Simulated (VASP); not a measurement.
# Ti (P4/mmm) in VASP: single point with LDA

Aim: the single point of Ti with LDA.

Program: VASP 6.6.1. These are calculated values, not measurements. Logs are shortened: lines on timing, memory, paths and dates and some standing lists are left out, and cuts for length are marked.

## Step 1: The cell of the first run

Symmetry: P4/mmm, No. 123, tetragonal system. Conventional cell: a = 2.955 Å, b = 2.955 Å, c = 5.984 Å, α = 90.00°, β = 90.00°, γ = 90.00°. Ti (site symmetry 4/mmm) has 4 Ti at 2.95 Å within 3.9 Å.

## Step 2: Single point, LDA

Contents of INCAR:

```
ALGO     = Normal         # electronic algorithm
EDIFF    = 1E-6           # SCF threshold, eV
ENCUT    = 520            # plane-wave cutoff, eV
ISIF     = 2              # what is computed and relaxed
ISMEAR   = 1              # smearing method
LASPH    = True           # aspherical terms in the spheres
LCHARG   = False          # write CHGCAR
LREAL    = False          # projectors in reciprocal space
LWAVE    = False          # write WAVECAR
NBANDS   = 19             # bands
NELM     = 60             # most SCF steps
PREC     = Accurate       # precision mode
SIGMA    = 0.1            # smearing width, eV
```

Contents of KPOINTS:

```
k-points
0
Gamma
  6 6 4
```

Contents of POSCAR:

```
Ti
1.0
    4.1783570000      0.0000000000      0.0000000000
    0.0000000000      4.1783570000      0.0000000000
    0.0000000000      0.0000000000      5.9844230000
Ti
2
Direct
    0.5000000000      0.5000000000      0.0000000000
    0.0000000000      0.0000000000      0.0000000000
```

Potentials or basis: VASP PAW LDA potentials, release 64 (Ti_sv).

The run is started by

```bash
> cat potpaw_LDA.64/Ti_sv/POTCAR > POTCAR
> mpirun -np 1 vasp_std > vasp.out
```

OUTCAR:

```text
EDIFF = 1E-6
   ENCUT = 520
   ISIF = 2
   ISMEAR = 1
   LASPH = True
   LREAL = False
   NELM = 60
   PREC = Accurate

 ion  position               nearest neighbor table
   1  0.500  0.500  0.000-
   2  0.000  0.000  0.000-

  LATTYP: Found a simple tetragonal cell.
 ALAT       =     4.1783570000
 C/A-ratio  =     1.4322431042

  Lattice vectors:

 A1 = (   4.1783570000,   0.0000000000,   0.0000000000)
 A2 = (   0.0000000000,   4.1783570000,   0.0000000000)
 A3 = (   0.0000000000,   0.0000000000,   5.9844230000)

Analysis of symmetry for initial positions (statically):
=====================================================================
 Subroutine PRICEL returns following result:

  LATTYP: Found a simple tetragonal cell.
 ALAT       =     2.9545445689
 C/A-ratio  =     2.0254976225

  Lattice vectors:

 A1 = (   2.0891785000,  -2.0891785000,   0.0000000000)
 A2 = (   2.0891785000,   2.0891785000,   0.0000000000)
 A3 = (   0.0000000000,   0.0000000000,   5.9844230000)

   2 primitive cells build up your supercell.

 Routine SETGRP: Setting up the symmetry group for a
 simple tetragonal supercell.

 Subroutine GETGRP returns: Found 16 space group operations
 (whereof 16 operations were pure point group operations)
 out of a pool of 16 trial point group operations.

The static configuration has the point symmetry D_4h.

Analysis of symmetry for dynamics (positions and initial velocities):
=====================================================================
 Subroutine PRICEL returns following result:

  LATTYP: Found a simple tetragonal cell.
 ALAT       =     2.9545445689
 C/A-ratio  =     2.0254976225

  Lattice vectors:

 A1 = (   2.0891785000,  -2.0891785000,   0.0000000000)
 A2 = (   2.0891785000,   2.0891785000,   0.0000000000)
 A3 = (   0.0000000000,   0.0000000000,   5.9844230000)

   2 primitive cells build up your supercell.

 Routine SETGRP: Setting up the symmetry group for a
 simple tetragonal supercell.

 Subroutine GETGRP returns: Found 16 space group operations
 (whereof 16 operations were pure point group operations)
 out of a pool of 16 trial point group operations.

The dynamic configuration has the point symmetry D_4h.

 Subroutine INISYM returns: Found 16 space group operations
 (whereof 16 operations are pure point group operations),
 and found     2 'primitive' translations

----------------------------------------------------------------------------------------

                                     Primitive cell

  volume of cell :      52.2400

  direct lattice vectors                    reciprocal lattice vectors
     2.089178500 -2.089178500  0.000000000     0.239328521 -0.239328521  0.000000000
     2.089178500  2.089178500  0.000000000     0.239328521  0.239328521  0.000000000
     0.000000000  0.000000000  5.984423000     0.000000000  0.000000000  0.167100487

  length of vectors
     2.954544569  2.954544569  5.984423000     0.338461640  0.338461640  0.167100487

  position of ions in fractional coordinates (direct lattice)
     0.000000000  1.000000000  0.000000000

  ion indices of the primitive-cell ions
   primitive index   ion index
                 1           1

----------------------------------------------------------------------------------------

 KPOINTS: k-points

Automatic generation of k-mesh.
 Grid dimensions read from file:
 generate k-points for:    6    6    4

 Generating k-lattice:

  Cartesian coordinates                     Fractional coordinates (reciprocal lattice)
     0.039888087  0.000000000  0.000000000     0.166666667  0.000000000  0.000000000
     0.000000000  0.039888087  0.000000000     0.000000000  0.166666667  0.000000000
     0.000000000  0.000000000  0.041775122     0.000000000  0.000000000  0.250000000

  Length of vectors
     0.039888087  0.039888087  0.041775122

  Shift w.r.t. Gamma in fractional coordinates (k-lattice)
     0.000000000  0.000000000  0.000000000

 Subroutine IBZKPT returns following result:
 ===========================================

 Found     30 irreducible k-points:

 Following reciprocal coordinates:
            Coordinates               Weight
  0.000000  0.000000  0.000000      1.000000
  0.166667  0.000000  0.000000      4.000000
  0.333333  0.000000  0.000000      4.000000
  0.500000  0.000000  0.000000      2.000000
  0.166667  0.166667  0.000000      4.000000
  0.333333  0.166667  0.000000      8.000000
[... 16 lines left out ...]
  0.333333  0.000000  0.500000      4.000000
  0.500000  0.000000  0.500000      2.000000
 [... further k-points ...]
   k-points           NKPTS =     30   k-points in BZ     NKDIM =     30   number of bands    NBANDS=     19
   number of dos      NEDOS =    301   number of ions     NIONS =      2
   total plane-waves  NPLWV =  49152
   dimension x,y,z NGX =    32 NGY =   32 NGZ =   48
   dimension x,y,z NGXF=    64 NGYF=   64 NGZF=   96
   ions per type =               2
   NGX,Y,Z   is equivalent  to a cutoff of  12.73, 12.73, 13.33 a.u.
   NGXF,Y,Z  is equivalent  to a cutoff of  25.46, 25.46, 26.67 a.u.
 SYSTEM =  unknown system
   PREC   = accura    normal or accurate (medium, high low for compatibility)
   ISTART =      0    job   : 0-new  1-cont  2-samecut
   ICHARG =      2    charge: 1-file 2-atom 10-const
   ISPIN  =      1    spin polarized calculation?
   LNONCOLLINEAR =      F non collinear calculations
   LSORBIT =      F    spin-orbit coupling
   LASPH  =      T    aspherical Exc in radial PAW
   ENCUT  =  520.0 eV  38.22 Ry    6.18 a.u.   7.77  7.77 11.13*2*pi/ulx,y,z
   NELM   =     60;   NELMIN=  2; NELMDL= -5     # of ELM steps
   EDIFF  = 0.1E-05   stopping-criterion for ELM
   LREAL  =      F    real-space projection
   EDIFFG = 0.1E-04   stopping-criterion for IOM
   NSW    =      0    number of steps for IOM
   IBRION =     -1    ionic relax: 0-MD 1-quasi-New 2-CG
   NFREE  =      0    steps in history (QN), initial steepest desc. (CG)
   ISIF   =      2    stress and relaxation
   ISYM   =      2    0-nonsym 1-usesym 2-fastsym
   POTIM  = 0.5000    time-step for ionic-motion
   TEBEG  =    0.0;   TEEND  =   0.0 temperature during run
   PSTRESS=    0.0 pullay stress
   NELECT =      24.0000    total number of electrons
   NUPDOWN=      -1.0000    fix difference up-down
   EMIN   =  10.00;   EMAX   =-10.00  energy-range for DOS
   EFERMI =   0.00;   METHOD = LEGACY
   ISMEAR =     1;   SIGMA  =   0.10  broadening in eV -4-tet -1-fermi 0-gaus
   EFERMI_NEDOS =   21; number of points for ismear=-14 and -15
   IALGO  =     38    algorithm
   IMIX   =      4    mixing-type and parameters
     AMIX     =   0.40;   BMIX     =  1.00
     AMIX_MAG =   1.60;   BMIX_MAG =  1.00
  volume/ion in A,a.u.               =      52.24       352.53
  Fermi-wavevector in a.u.,A,eV,Ry     =   1.002615  1.894667 13.677073  1.005236
  Thomas-Fermi vector in A             =   2.135113
   LORBIT       =      0    0 simple, 1 ext, 2 COOP (PROOUT), +10 PAW based schemes
   GGA     = CA    functional components
   LHFCALC =     F    Hartree Fock is set to
   AEXX    =    0.0000 exact exchange contribution
   IVDW    =     0    specifies the selected vdW correction
   LEPSILON=     F    determine dielectric tensor
   LRPA    =     F    only Hartree local field effects (RPA)
 non-spin polarized calculation
 Methfessel and Paxton  Order N= 1 SIGMA  =   0.10
  energy-cutoff  :      520.00
  volume of cell :      104.48
 maximum number of plane-waves:      2830
 NGX is ok and might be reduce to    32
   NGX = 15   NGY = 15   NGZ = 23

 number of electron      23.9999994 magnetization

 Free energy of the ion-electron system (eV)
  ---------------------------------------------------
  ext. energy  EPLUGINS =         0.00000000
  ---------------------------------------------------
  free energy    TOTEN  =       -11.02473636 eV

  energy without entropy =      -11.02663439  energy(sigma->0) =      -11.02536903

 E-fermi :   0.2667     XC(G=0):  -6.7743

 val. band max:        0.2656341906   @ k =   0.1667   0.1667   0.2500
 cond. band min:       0.2760542658   @ k =   0.3333   0.3333   0.2500
 fundamental gap:      0.0104200752
 Fermi energy:         0.2667168745

 k-point     1 :       0.0000    0.0000    0.0000
  band No.  band energies     occupation
      1     -56.3429      2.00000
      2     -56.2757      2.00000
      3     -33.2366      2.00000
      4     -33.1754      2.00000
      5     -32.9248      2.00000
      6     -32.9248      2.00000
[... 11 lines left out ...]
     18       1.9228     -0.00000
     19       2.7792      0.00000

 k-point     2 :       0.1667    0.0000    0.0000
  band No.  band energies     occupation
      1     -56.3384      2.00000
      2     -56.2801      2.00000
      3     -33.2324      2.00000
      4     -33.1794      2.00000
      5     -32.9089      2.00000
      6     -32.9073      2.00000
[... 11 lines left out ...]
     18       2.6109      0.00000
     19       2.6780      0.00000

 k-point     3 :       0.3333    0.0000    0.0000
  band No.  band energies     occupation
      1     -56.3260      2.00000
      2     -56.2924      2.00000
      3     -33.2210      2.00000
      4     -33.1904      2.00000
      5     -32.8641      2.00000
      6     -32.8592      2.00000
[... 11 lines left out ...]
     18       1.7481     -0.00000
     19       2.1451     -0.00000

 k-point     4 :       0.5000    0.0000    0.0000
  band No.  band energies     occupation
      1     -56.3091      2.00000
      2     -56.3091      2.00000
      3     -33.2056      2.00000
      4     -33.2056      2.00000
      5     -32.7997      2.00000
      6     -32.7997      2.00000
[... 11 lines left out ...]
     18       1.1619     -0.00000
     19       1.6686     -0.00000

 k-point     5 :       0.1667    0.1667    0.0000
  band No.  band energies     occupation
      1     -56.3344      2.00000
      2     -56.2840      2.00000
      3     -33.2287      2.00000
      4     -33.1829      2.00000
      5     -32.9342      2.00000
      6     -32.8530      2.00000
[... 11 lines left out ...]
     18       2.0374     -0.00000
     19       2.4825      0.00000

 k-point     6 :       0.3333    0.1667    0.0000
  band No.  band energies     occupation
      1     -56.3237      2.00000
      2     -56.2945      2.00000
      3     -33.2188      2.00000
      4     -33.1923      2.00000
      5     -32.9241      2.00000
      6     -32.8101      2.00000
[... 11 lines left out ...]
     18       1.8183     -0.00000
     19       2.1133     -0.00000

 k-point     7 :       0.5000    0.1667    0.0000
  band No.  band energies     occupation
      1     -56.3091      2.00000
      2     -56.3091      2.00000
      3     -33.2055      2.00000
      4     -33.2055      2.00000
      5     -32.8790      2.00000
      6     -32.8790      2.00000
[... 11 lines left out ...]
     18       1.4844     -0.00000
     19       1.8850     -0.00000

 k-point     8 :       0.3333    0.3333    0.0000
  band No.  band energies     occupation
      1     -56.3174      2.00000
      2     -56.3006      2.00000
      3     -33.2130      2.00000
      4     -33.1977      2.00000
      5     -32.9530      2.00000
      6     -32.8876      2.00000
[... 256 lines left out ...]
 k-point    20 :       0.5000    0.5000    0.2500
  band No.  band energies     occupation
      1     -56.3088      2.00000
      2     -56.3088      2.00000
      3     -33.2051      2.00000
      4     -33.2051      2.00000
      5     -32.9623      2.00000
      6     -32.9623      2.00000
[... 11 lines left out ...]
     18       1.7107     -0.00000
     19       2.0902     -0.00000

 k-point    21 :       0.0000    0.0000    0.5000
  band No.  band energies     occupation
      1     -56.3429      2.00000
      2     -56.2757      2.00000
      3     -33.2366      2.00000
      4     -33.1755      2.00000
      5     -32.9248      2.00000
      6     -32.9248      2.00000
[... 11 lines left out ...]
     18       1.9208     -0.00000
     19       2.7792      0.00000

 k-point    22 :       0.1667    0.0000    0.5000
  band No.  band energies     occupation
      1     -56.3384      2.00000
      2     -56.2801      2.00000
      3     -33.2324      2.00000
      4     -33.1794      2.00000
      5     -32.9089      2.00000
      6     -32.9073      2.00000
[... 11 lines left out ...]
     18       2.0584     -0.00000
     19       2.6117      0.00000

 k-point    23 :       0.3333    0.0000    0.5000
  band No.  band energies     occupation
      1     -56.3260      2.00000
      2     -56.2924      2.00000
      3     -33.2210      2.00000
      4     -33.1904      2.00000
      5     -32.8641      2.00000
      6     -32.8592      2.00000
[... 11 lines left out ...]
     18       1.7555     -0.00000
     19       2.2133     -0.00000

 k-point    24 :       0.5000    0.0000    0.5000
  band No.  band energies     occupation
      1     -56.3091      2.00000
      2     -56.3091      2.00000
      3     -33.2056      2.00000
      4     -33.2056      2.00000
      5     -32.7997      2.00000
      6     -32.7997      2.00000
[... 11 lines left out ...]
     18       1.1507     -0.00000
     19       1.7138     -0.00000

 [... further k-points ...]
[... 5 lines left out ...]
  --------------------------------------------------------------------------------------
  -------------------------------------------------------------------------------------
  Total       -7.8791130     -7.8791130     -1.1970817      0.0000000      0.0000000      0.0000000
  in kB     -120.8243701   -120.8243701    -18.3569697      0.0000000      0.0000000      0.0000000
  external PRESSURE =     -86.6685700 kB  Pullay stress =       0.0000000 kB

 VOLUME and BASIS-vectors are now :
 -----------------------------------------------------------------------------
  energy-cutoff  :      520.00
  volume of cell :      104.48
      direct lattice vectors                 reciprocal lattice vectors
     4.178357000  0.000000000  0.000000000     0.239328521  0.000000000  0.000000000
     0.000000000  4.178357000  0.000000000     0.000000000  0.239328521  0.000000000
     0.000000000  0.000000000  5.984423000     0.000000000  0.000000000  0.167100487

 POSITION                                       TOTAL-FORCE (eV/Angst)
 -----------------------------------------------------------------------------------
      2.08918      2.08918      0.00000        -0.000000      0.000000      0.000000
      0.00000      0.00000      0.00000         0.000000     -0.000000     -0.000000
 -----------------------------------------------------------------------------------
    total drift:                                0.000000     -0.000000     -0.000000

  FREE ENERGIE OF THE ION-ELECTRON SYSTEM (eV)
  ---------------------------------------------------
  free  energy   TOTEN  =       -11.0247363570 eV

  energy  without entropy=      -11.0266343860  energy(sigma->0) =      -11.02536903
```

It took 76 s on 1 thread of AMD EPYC 7R43 (Zen 3), shared host; peak memory 0.16 GiB.

Results:

| Item | Value |
| --- | --- |
| Free energy | -11.0247 eV |
| Pressure | -8.7 GPa |
| Band gap on the k mesh | zero (band 12 reaches 0.46 eV, above the bottom of band 13 at 0.24 eV) |

Stress tensor (GPa, compression positive):
```
-12.08   0.00   0.00
  0.00 -12.08   0.00
  0.00   0.00  -1.84
```

Levels at points of the mesh, in eV from the Fermi level:
```tsv
k point	band 8	band 9	band 10	band 11	band 12	band 13	band 14	band 15	band 16	band 17
(0.00, 0.00, 0.00)	-32.93	-3.56	-1.19	-0.65	-0.34	0.20	0.20	1.26	1.37	1.66
(0.50, 0.00, 0.00)	-33.06	-1.35	-1.35	0.19	0.19	0.53	0.53	0.58	0.58	0.90
(0.50, 0.50, 0.00)	-32.90	-0.83	-0.83	-0.47	-0.47	0.68	0.68	0.95	0.95	1.44
(0.00, 0.00, 0.50)	-32.93	-3.40	-1.18	-0.65	-0.08	0.11	0.17	0.17	1.31	1.65
(0.50, 0.00, 0.50)	-33.06	-1.20	-1.20	-0.01	-0.01	0.58	0.58	0.74	0.74	0.88
(0.50, 0.50, 0.50)	-32.90	-0.80	-0.80	-0.54	-0.54	0.86	0.86	1.13	1.13	1.44
```
